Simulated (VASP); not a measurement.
A run of VASP 6.6.1:

INCAR

```
SYSTEM = YGaF4
PREC     = Accurate       ! precision mode
ENCUT    = 520            ! plane-wave cutoff, eV
EDIFF    = 1E-6           ! SCF threshold, eV
ISMEAR   = 0              ! smearing method
SIGMA    = 0.02           ! smearing width, eV
LREAL    = .False.        ! projectors in reciprocal space
LASPH    = .True.         ! aspherical terms in the spheres
NELM     = 80             ! most SCF steps
ALGO     = Normal         ! electronic algorithm
ISIF     = 2              ! what is computed and relaxed
LWAVE    = .False.        ! write WAVECAR
LCHARG   = .True.         ! write CHGCAR
GGA      = PE             ! functional
LELF     = .True.         ! ELF
LVHAR    = .True.       
NBANDS   = 35             ! bands
```

Contents of KPOINTS:

```
regular mesh
0
Gamma
  4 4 6
  0 0 0
```

POSCAR

```
YGaF4
1.0
    3.9433413774     -4.1905194013      0.0000000000
    3.9433413774      4.1905194013      0.0000000000
    0.0000000000      0.0000000000      3.5925963826
Y Ga F
1 1 4
Direct
    0.5000000000      0.5000000000      0.5000000000
    0.0000000000      0.0000000000      0.0000000000
    0.6599116232      0.3400883768      0.0000000000
    0.3400883768      0.6599116232      0.0000000000
    0.7720811647      0.7720811647      0.5000000000
    0.2279188353      0.2279188353      0.5000000000
```

Potentials or basis: VASP PAW PBE potentials, release 64 (Y_sv, Ga_d, F).

The run is started by

```console
$ cat potpaw_PBE.64/Y_sv/POTCAR potpaw_PBE.64/Ga_d/POTCAR potpaw_PBE.64/F/POTCAR > POTCAR
$ mpirun -np 1 vasp_std > vasp.out
```

Hardware: 1 thread of Intel(R) Xeon(R) Platinum 8488C (Sapphire Rapids), on a shared host.

**Question.** How long does it take, and how much memory?

**Answer.** Wall time 93 s on 1 thread of Intel(R) Xeon(R) Platinum 8488C (Sapphire Rapids) (shared host), peak memory 0.32 GiB. Counts: scf iterations 14, k points 28.
